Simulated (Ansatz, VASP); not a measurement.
## MgO: VASP beside Ansatz

Contents of POSCAR:

```
MgO
1.0
    2.1021675162      2.1021675162      0.0000000000
   -2.1021675162      2.1021675162      0.0000000000
    0.0000000000      2.1021675162      2.1021675162
Mg O
1 1
Direct
    0.0000000000      0.0000000000      0.0000000000
    0.5000000000      0.5000000000      0.0000000000
```

Contents of INCAR.step1:

```
SYSTEM = MgO
  PREC = Accurate
  ENCUT = 660
  ISMEAR = 0
  SIGMA = 0.01
  LREAL = .False.
  LASPH = .True.
  NELM = 120
  NBANDS = 11
  GGA = PE
  ALGO = Normal
  EDIFF = 1E-5
  LWAVE = .True.
  LCHARG = .False.
  GGA_COMPAT = .False.
```

The input INCAR.step2:

```
SYSTEM = MgO
  PREC = Accurate
  ENCUT = 660
  EDIFF = 1E-6
  ISMEAR = 0
  SIGMA = 0.01
  LREAL = .False.
  LASPH = .True.
  NELM = 120
  ALGO = Normal
  ISIF = 2
  LWAVE = .False.
  LCHARG = .False.
  METAGGA = R2SCAN
  LMIXTAU = .True.
  NBANDS = 11
  ISTART = 1
  GGA_COMPAT = .False.
```

The input KPOINTS:

```
regular mesh
0
Gamma
  10 10 10
  0 0 0
```

Input for Ansatz:

```yaml
crystal:
  lattice:
    - [2.10216751621, 2.10216751621, 0.0]
    - [-2.10216751621, 2.10216751621, 0.0]
    - [0.0, 2.10216751621, 2.10216751621]
  atoms:
    - { symbol: Mg, position: [0.0, 0.0, 0.0] }
    - { symbol: O, position: [0.5, 0.5, 0.0] }
kpoints:
  mp_grid: { grid: [10, 10, 10] }
scf:
  occupations: { method: fixed }
hamiltonian:
  xc: r2scan
  pseudopotentials: { kind: paw }
output:
  eigenstates:
    kpoints:
      - [0.0, 0.0, 0.0]
      - [0.001672852, -0.001672852, 0.0]
      - [0.003345704, -0.003345704, 0.0]
      - [0.006691407, -0.006691407, 0.0]
      - [0.001672852, 0.001672852, 0.001672852]
      - [0.003345704, 0.003345704, 0.003345704]
      - [0.006691407, 0.006691407, 0.006691407]
      - [0.0, 0.0, 0.001672852]
      - [0.0, 0.0, 0.003345704]
      - [0.0, 0.0, 0.006691407]
      - [0.00236577, 0.0, 0.001182885]
      - [0.004731539, 0.0, 0.00236577]
      - [0.009463079, 0.0, 0.004731539]
      - [0.001931643, 0.0, 0.001931643]
      - [0.003863286, 0.0, 0.003863286]
      - [0.007726571, 0.0, 0.007726571]
      - [0.001365878, 0.0, -0.000682939]
      - [0.002731755, 0.0, -0.001365878]
      - [0.005463511, 0.0, -0.002731755]
      - [0.0, 0.0, 0.0]
      - [0.001672852, -0.001672852, 0.0]
      - [0.003345704, -0.003345704, 0.0]
      - [0.006691407, -0.006691407, 0.0]
      - [0.001672852, 0.001672852, 0.001672852]
      - [0.003345704, 0.003345704, 0.003345704]
      - [0.006691407, 0.006691407, 0.006691407]
      - [0.0, 0.0, 0.001672852]
      - [0.0, 0.0, 0.003345704]
      - [0.0, 0.0, 0.006691407]
      - [0.00236577, 0.0, 0.001182885]
      - [0.004731539, 0.0, 0.00236577]
      - [0.009463079, 0.0, 0.004731539]
      - [0.001931643, 0.0, 0.001931643]
      - [0.003863286, 0.0, 0.003863286]
      - [0.007726571, 0.0, 0.007726571]
      - [0.001365878, 0.0, -0.000682939]
      - [0.002731755, 0.0, -0.001365878]
      - [0.005463511, 0.0, -0.002731755]
    de_dk: true
    e_range: [-3, 8.684884368703]
checkpoint:
  read: ck
```

Alike in both runs: task single point; functional r2SCAN; k mesh 10 × 10 × 10; no spin polarisation.

|  | VASP | Ansatz |
| --- | --- | --- |
| version | VASP 6.6.1 | Ansatz 0.2.0 |
| potentials or method | VASP PAW PBE potentials, release 64 (Mg, O) | PAW with Ansatz's default frozen-core files, scalar-relativistic |
| plane-wave cutoff (eV) | 660 | 500 |
| occupations | gaussian, width 0.01 eV | fixed |
| valence electrons in the cell | 8 | 16 |

|  | VASP | Ansatz | Ansatz less VASP |
| --- | --- | --- | --- |
| gap on the k mesh at the Fermi level (eV) | 5.66 | 5.68 | +0.020 |

VASP's potentials were made for PBE, not for r2SCAN. VASP's potentials hold 8 valence electrons a cell and Ansatz's 16, so a difference there can come from the potentials and not from the codes.
